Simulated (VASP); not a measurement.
Write the native input for VASP 6.6.1 that does the following.

```
Task                   : single point
Functional             : r2SCAN
Potentials or basis    : VASP PAW PBE potentials, release 64 (Mo_sv)
Cutoff                 : 520 eV
k mesh                 : 24 × 24 × 24
Occupations            : gaussian, width 0.15 eV
Spin                   : no spin polarisation
Dipole correction      : no
Further INCAR settings : ALGO = Normal; EDIFF = 1e-06; NBANDS = 13
```

The system is Mo.

```
CELL_PARAMETERS angstrom
2.66635 0.00000 0.00000
-1.33318 2.30913 0.00000
0.00000 0.00000 2.57191
ATOMIC_POSITIONS crystal
Mo 0.00000 0.00000 0.50000
```

This cell differs from its parent crystal: strain -0.030 along x and y, +0.015 along z.

One way to write it, as run:

POSCAR

```
Mo
1.0
    2.6663533954      0.0000000000      0.0000000000
   -1.3331766977      2.3091297759      0.0000000000
    0.0000000000      0.0000000000      2.5719090449
Mo
1
Direct
    0.0000000000      0.0000000000      0.5000000000
```

INCAR.step1

```
PREC = Accurate ; ENCUT = 520
ISMEAR = 0 ; SIGMA = 0.15
LREAL = F ; LASPH = T
NELM = 80 ; NBANDS = 13
GGA = PE ; ALGO = Normal
EDIFF = 1E-4 ; LWAVE = T
LCHARG = F
```

INCAR.step2

```
PREC = Accurate ; ENCUT = 520
EDIFF = 1E-6 ; ISMEAR = 0
SIGMA = 0.15 ; LREAL = F
LASPH = T ; NELM = 80
ALGO = Normal ; ISIF = 2
LWAVE = F ; LCHARG = T
METAGGA = R2SCAN ; LMIXTAU = T
LELF = T ; LVHAR = T
NBANDS = 13 ; ISTART = 1
```

KPOINTS

```
regular mesh
0
Gamma
  24 24 24
```

Potentials or basis: VASP PAW PBE potentials, release 64 (Mo_sv).

Run with:

```sh
$ cat potpaw_PBE.64/Mo_sv/POTCAR > POTCAR
$ cp INCAR.step1 INCAR
$ mpirun -np 1 vasp_std > vasp.out
$ cp INCAR.step2 INCAR
$ mpirun -np 1 vasp_std > vasp.out
```

It gave:

```
Pressure               : 13.4 GPa
Band gap on the k mesh : zero (bands 7 and 8 overlap by 2.09 eV)
```

Caveat: the cell differs from its parent crystal (strain -0.030 along x and y, +0.015 along z); the cell stands under pressure; the PAW data sets were made with another functional, which shifts forces and pressure a little.

Run time: 12 min on 1 thread of Intel Xeon 8259CL (shared host), peak memory 0.26 GiB.
